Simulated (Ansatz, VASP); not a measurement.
# LiF: VASP beside Ansatz

Contents of POSCAR:

```
LiF
1.0
    0.0000000000      2.1446105480      2.1446105480
    2.1446105480      0.0000000000      2.1446105480
    2.1446105480      2.1446105480      0.0000000000
Li F
1 1
Direct
    0.0000000000      0.0000000000      0.0000000000
    0.2500000000      0.2500000000      0.2500000000
```

Contents of INCAR.step1:

```
PREC = Accurate ; ENCUT = 520
EDIFF = 1E-5 ; ISMEAR = 1
SIGMA = 0.2 ; LREAL = False
LASPH = True ; NELM = 100
ALGO = Normal ; ISIF = 2
LWAVE = True ; LCHARG = False
GGA = PE ; NBANDS = 12
```

File INCAR.step2:

```
PREC = Accurate ; ENCUT = 520
EDIFF = 1E-7 ; ISMEAR = 1
SIGMA = 0.2 ; LREAL = False
LASPH = True ; NELM = 100
ALGO = Normal ; ISIF = 2
LWAVE = False ; LCHARG = False
GGA = PE ; LHFCALC = True
HFSCREEN = 0.2079 ; PRECFOCK = Normal
ISTART = 1 ; NBANDS = 12
```

Contents of KPOINTS:

```
Automatic mesh
0
Gamma
  4 4 4
```

Input for Ansatz:

```yaml
crystal:
  lattice:
    - [0.0, 2.144610548, 2.144610548]
    - [2.144610548, 0.0, 2.144610548]
    - [2.144610548, 2.144610548, 0.0]
  atoms:
    - { symbol: Li, position: [0.0, 0.0, 0.0] }
    - { symbol: F, position: [0.25, 0.25, 0.25] }
kpoints:
  mp_grid: { grid: [4, 4, 4] }
hamiltonian:
  xc: hse06
scf:
  occupations: { method: methfessel_paxton, width: 0.2 }
  n_extra_bands: 4
output:
  forces: true
  stress: true
  eigenvalues: true
```

Alike in both runs: task single point; functional HSE06; k mesh 4 × 4 × 4; occupations methfessel-paxton of order 1, width 0.2 eV; no spin polarisation.

|  | VASP | Ansatz |
| --- | --- | --- |
| version | VASP 6.6.1 | Ansatz 0.2.0 |
| potentials or method | VASP PAW PBE potentials, release 64 (Li_sv, F) | plane waves |
| plane-wave cutoff (eV) | 520 | 420 |
| valence electrons in the cell | 10 | 10 |

Ansatz gave:

| Quantity | Value |
| --- | --- |
| gap on the k mesh at the Fermi level (eV) | 10.11 |

Which values does VASP return?

gap on the k mesh at the Fermi level (eV): 10.05.

Ansatz's warnings: stress exchange threshold loose, stress scf threshold loose.

The k mesh is coarse, so the values compare programs but aren't converged. Noted on VASP's run: the cutoff is under 1.25 times that of the potentials, so the pressure is a little rough.
